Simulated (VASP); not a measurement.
# Al16HRu16 (a cell with a defect): single point with PBE

System: Al16HRu16 (a cell with a defect).

```
Al Ru H
1.0
     0.00000    6.00688    6.00688
     6.00688    0.00000    6.00688
     6.00688    6.00688    0.00000
Al Ru H
16 16 1
Direct
  0.00177 0.00047 0.99910
  0.25170 0.24874 0.24946
  0.00150 0.99852 0.49968
  0.24975 0.24846 0.75112
  0.00102 0.49973 0.99930
  0.25071 0.74973 0.24985
  0.00208 0.49907 0.50051
  0.24995 0.74975 0.75037
  0.50049 0.99952 0.00006
  0.75049 0.24922 0.24982
  0.50047 0.00028 0.49984
  0.75115 0.24815 0.75143
  0.50011 0.49991 0.00105
  0.75611 0.76397 0.23563
  0.48628 0.49411 0.50547
  0.75032 0.75011 0.75085
  0.12579 0.12442 0.12501
  0.37491 0.37351 0.37413
  0.12598 0.12425 0.62479
  0.37562 0.37431 0.87561
  0.12626 0.62427 0.12497
  0.37659 0.87363 0.37528
  0.12297 0.62545 0.62607
  0.37564 0.87459 0.87515
  0.62477 0.12727 0.12426
  0.87909 0.37114 0.37299
  0.62596 0.12396 0.62528
  0.87543 0.37480 0.87533
  0.62592 0.62431 0.12596
  0.87593 0.87462 0.37531
  0.62364 0.62659 0.62844
  0.87671 0.87531 0.87233
  0.68917 0.56107 0.43851
```

```
Program             : VASP 6.6.1
Task                : single point
Functional          : PBE
Potentials or basis : VASP PAW PBE potentials, release 64 (Al, Ru_pv, H)
Cutoff              : 520 eV
k mesh              : 2 × 2 × 2
Occupations         : methfessel-paxton, width 0.1 eV
Spin                : no spin polarisation
```

* Pressure: 1.1 GPa
* Largest force: 0.243 eV/Å
* Band gap on the k mesh: zero (an odd number of electrons rules out a gap without spin polarisation)

Forces in eV/Å, atoms in the order of the input:
```
Al   0.000 -0.025 -0.087
Al  -0.046  0.022  0.009
Al  -0.045  0.022 -0.009
Al   0.000 -0.025  0.085
Al   0.007 -0.006  0.032
Al  -0.001  0.024 -0.019
Al   0.000 -0.028  0.027
Al  -0.005 -0.004 -0.035
Al  -0.002  0.025  0.021
Al   0.007 -0.006 -0.033
Al  -0.007 -0.005  0.034
Al   0.000 -0.028 -0.027
Al   0.049  0.024 -0.009
Al  -0.001 -0.019  0.056
Al  -0.001 -0.020 -0.055
Al   0.048  0.023  0.010
Ru   0.152 -0.005  0.000
Ru  -0.003 -0.043 -0.037
Ru   0.009  0.008 -0.001
Ru  -0.005  0.008 -0.011
Ru   0.005  0.008  0.010
Ru  -0.050  0.020  0.000
Ru   0.003 -0.043 -0.037
Ru  -0.152 -0.005 -0.001
Ru   0.002 -0.043  0.037
Ru   0.116 -0.061 -0.001
Ru   0.005  0.007 -0.010
Ru  -0.009  0.007  0.000
Ru   0.050  0.020 -0.001
Ru  -0.005  0.007  0.010
Ru  -0.117 -0.061  0.000
Ru  -0.004 -0.043  0.038
H    0.000  0.243  0.000
```

Stress tensor (GPa, compression positive):
```
0.94 0.00 0.00
0.00 0.77 0.00
0.00 0.00 1.67
```

Levels at points of the mesh, in eV from the Fermi level:
| k point | band 134 | band 135 | band 136 | band 137 | band 138 | band 139 |
| --- | --- | --- | --- | --- | --- | --- |
| (0.00, 0.00, 0.00) | -1.20 | -1.18 | 0.09 | 0.12 | 0.12 | 0.35 |
| (0.50, 0.00, 0.00) | -0.30 | -0.29 | -0.28 | -0.27 | -0.26 | 0.02 |
| (0.00, 0.50, 0.00) | -0.30 | -0.29 | -0.28 | -0.27 | -0.26 | 0.02 |
| (0.00, 0.00, 0.50) | -0.30 | -0.29 | -0.28 | -0.27 | -0.26 | 0.02 |
| (0.50, 0.50, 0.50) | -0.30 | -0.29 | -0.28 | -0.27 | -0.26 | 0.02 |
| (0.50, 0.50, 0.00) | -0.49 | 0.19 | 0.24 | 0.60 | 0.64 | 0.65 |
| (0.00, 0.50, 0.50) | -0.51 | 0.24 | 0.24 | 0.28 | 0.57 | 0.61 |
| (0.50, 0.00, 0.50) | -0.50 | 0.22 | 0.25 | 0.57 | 0.58 | 0.60 |

It took 22 min on 1 thread of Intel(R) Xeon(R) Platinum 8259CL CPU @ 2.50GHz (Skylake/Cascade Lake) (shared host), peak memory 0.77 GiB.

Caveat: the k points lie up to 0.45 Å⁻¹ apart, too coarse for converged energies and pressures of a metal.
